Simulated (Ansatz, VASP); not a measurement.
# B: VASP beside Ansatz

```
B
1.0
    -2.49582    2.49582    2.49582
     2.49582   -2.49582    2.49582
     2.49582    2.49582   -2.49582
B
8
Direct
  0.25000 0.25000 0.25000
  0.50000 0.00000 0.25000
  0.00000 0.25000 0.50000
  0.25000 0.50000 0.00000
  0.75000 0.75000 0.75000
  0.50000 0.00000 0.75000
  0.00000 0.75000 0.50000
  0.75000 0.50000 0.00000
```

Alike in both runs: functional PBE; k mesh 6 × 6 × 6; occupations gaussian, width 0.1 eV; no spin polarisation.

Ansatz relaxed the structure, and its values are those at the end. VASP's run is a single point on that final structure, the one shown.

|  | VASP | Ansatz |
| --- | --- | --- |
| version | VASP 6.6.1 | Ansatz 0.2.0 |
| potentials or method | VASP PAW PBE potentials, release 64 (B), cutoff 520 eV | scalar-relativistic, plane waves, PAW |
| valence electrons in the cell | 24 | 24 |

|  | VASP | Ansatz | Ansatz less VASP |
| --- | --- | --- | --- |
| gap on the k mesh at the Fermi level (eV) | none | none | - |
| pressure (GPa) | 0.0 | 0.0 | 0.00 |

A gap of «none» marks a metal or a gap that the smearing closes.
